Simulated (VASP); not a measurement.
ZnCu2SnS4, 8 atoms in the cell. Symmetry: I-4, No. 82, tetragonal system. The conventional cell has a = 5.381 Å, b = 5.381 Å, c = 10.755 Å, α = 90.00°, β = 90.00°, γ = 90.00°. Within 3.1 Å of Zn (site symmetry -4) lie 4 S at 2.33 Å. Cu (site symmetry -4) has 4 S at 2.28 Å within 3.0 Å. Cu (site symmetry -4) has 4 S at 2.28 Å within 3.0 Å. Within 3.2 Å of Sn (site symmetry -4) lie 4 S at 2.44 Å. S (site symmetry 1) has 2 Cu at 2.28 Å and 1 Zn at 2.33 Å and 1 Sn at 2.44 Å within 3.0 Å. 

- Program: VASP 6.6.1
- Task: band structure
- Functional: TB-mBJ
- Potentials or basis: VASP PAW PBE potentials, release 64 (Zn, Cu, Sn_d, S)
- Cutoff: 520 eV
- k mesh: 10 × 10 × 10
- Occupations: gaussian, width 0.03 eV
- Spin: no spin polarisation
- Further INCAR settings: ALGO = Normal; EDIFF = 1e-06; NBANDS = 46

Potentials or basis: VASP PAW PBE potentials, release 64 (Zn, Cu, Sn_d, S).

Command:

```sh
$ cat potpaw_PBE.64/Zn/POTCAR potpaw_PBE.64/Cu/POTCAR potpaw_PBE.64/Sn_d/POTCAR potpaw_PBE.64/S/POTCAR > POTCAR
$ cp INCAR.step1 INCAR
$ mpirun -np 4 vasp_std > vasp.out
$ cp INCAR.step2 INCAR
$ mpirun -np 4 vasp_std > vasp.out
```

Hardware: 4 MPI ranks on AMD EPYC 7R13 Processor (Zen 3), with other jobs on the host.

**Question.** How long does it take, and how much memory?

**Answer.** It took 52 min on 4 MPI ranks on AMD EPYC 7R13 Processor (Zen 3), on a shared host, peak memory 1.6 GiB a rank. Counts: k points 144.
